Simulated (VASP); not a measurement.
Set up this calculation in VASP 6.6.1, as the native input.

```yaml
Task: single point
Functional: PBE
Dispersion: D3(BJ)
Potentials_or_basis: VASP PAW PBE potentials, release 64 (Mg, O)
Cutoff: 520 eV
k_mesh: 2 × 2 × 2
Occupations: fermi-dirac, width 0.05 eV
Spin: no spin polarisation
Dipole_correction: no
Further_INCAR_settings: LREAL = Auto; ALGO = Normal; EDIFF = 1e-06; NBANDS = 46
```

The structure of MgO lies in POSCAR:

```
MgO
1.0
    0.0000000000      4.2251000000      4.2251000000
    4.2251000000      0.0000000000      4.2251000000
    4.2251000000      4.2251000000      0.0000000000
Mg O
8 8
Direct
    0.0423895292      0.0311471918     -0.0735603891
   -0.0059525218      0.0460699155      0.4565454072
    0.0480462001      0.4841778893      0.0003786893
    0.0245437978      0.5281768479      0.4723675179
    0.5167214977      0.0527798159     -0.0559040023
    0.5176563868      0.0284845329      0.4432439469
    0.4980592175      0.5812525147     -0.0641759958
    0.4888286668      0.5820572294      0.4203095785
    0.2933421694      0.2559702729      0.1835459516
    0.2515916783      0.2466923860      0.7224681073
    0.2914013869      0.7810939386      0.1779129488
    0.2412132257      0.7897682895      0.6932498639
    0.7397813070      0.3060637618      0.1915812643
    0.7443610802      0.3199924262      0.6747295922
    0.8167262313      0.7744077063      0.1962912120
    0.7393434475      0.8253769142      0.6905398689
```

One way to write it, as run:

INCAR

```
SYSTEM = MgO
ALGO = Normal
EDIFF = 1E-6
ENCUT = 520
GGA = PE
ISIF = 2
ISMEAR = -1
IVDW = 12
LASPH = .True.
LCHARG = .True.
LELF = .True.
LREAL = Auto
LVHAR = .True.
LWAVE = .False.
NBANDS = 46
NELM = 80
PREC = Accurate
SIGMA = 0.05
```

KPOINTS

```
k-points
0
Gamma
  2 2 2
  0 0 0
```

Potentials or basis: VASP PAW PBE potentials, release 64 (Mg, O).

Command:

```sh
$ cat potpaw_PBE.64/Mg/POTCAR potpaw_PBE.64/O/POTCAR > POTCAR
$ mpirun -np 1 vasp_std > vasp.out
```

It gave:

```json
{
 "Pressure": "4.8 GPa",
 "Largest force": "3.961 eV/Å",
 "Band gap on the k mesh": "4.09 eV, direct",
 "Dispersion energy per atom": "-0.290 eV"
}
```

Caveat: the k points lie up to 0.64 Å⁻¹ apart; forces of over 1 eV/Å act on the atoms, so gaps and moduli don't describe the material at rest.

Wall time 2.9 min on 1 thread of Intel(R) Xeon(R) Platinum 8259CL CPU @ 2.50GHz (Skylake/Cascade Lake), on a shared host, peak memory 0.32 GiB.
